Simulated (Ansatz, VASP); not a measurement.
# One calculation of TiO2, two programs

```
Ti O
1.0
     4.45942    0.00000    0.00000
     0.00000    4.45942    0.00000
     0.00000    0.00000    2.90338
Ti O
2 4
Cartesian
  2.2297 2.2297 0.0000
  0.0000 0.0000 1.4517
  3.1096 3.1096 1.4517
  3.5795 0.8799 0.0000
  0.8799 3.5795 0.0000
  1.3498 1.3498 1.4517
```

Change from the starting cell: equal strain along all axes, cell held, atoms relaxed: -3.0 %.

Alike in both runs: functional r2SCAN; k mesh 6 × 6 × 8; occupations gaussian, width 0.02 eV; no spin polarisation; Hubbard terms Ti d U = 4.0 eV.

Ansatz relaxed the structure, and its values are those at the end. VASP's run is a single point on that final structure, the one shown.

```csv
,VASP,Ansatz
version,VASP 6.6.1,Ansatz 0.2.0
potentials or method,"VASP PAW PBE potentials, release 64 (Ti_sv, O), cutoff 520 eV","scalar-relativistic, plane waves, PAW"
valence electrons in the cell,48,48
```

```tsv
	VASP	Ansatz	Ansatz less VASP
gap on the k mesh at the Fermi level (eV)	2.97	2.89	-0.085
least direct gap on the mesh (eV)	2.97	2.92	-0.054
pressure (GPa)	33.0	26.4	-6.57
rms of the force components (eV/Å)	0.060	0.000	-0.0593
```

VASP's potentials were made for PBE, not for r2SCAN. The programs project onto different local orbitals, so the same U acts differently, and such runs can settle in different states. Ansatz's warnings: stress scf threshold loose.
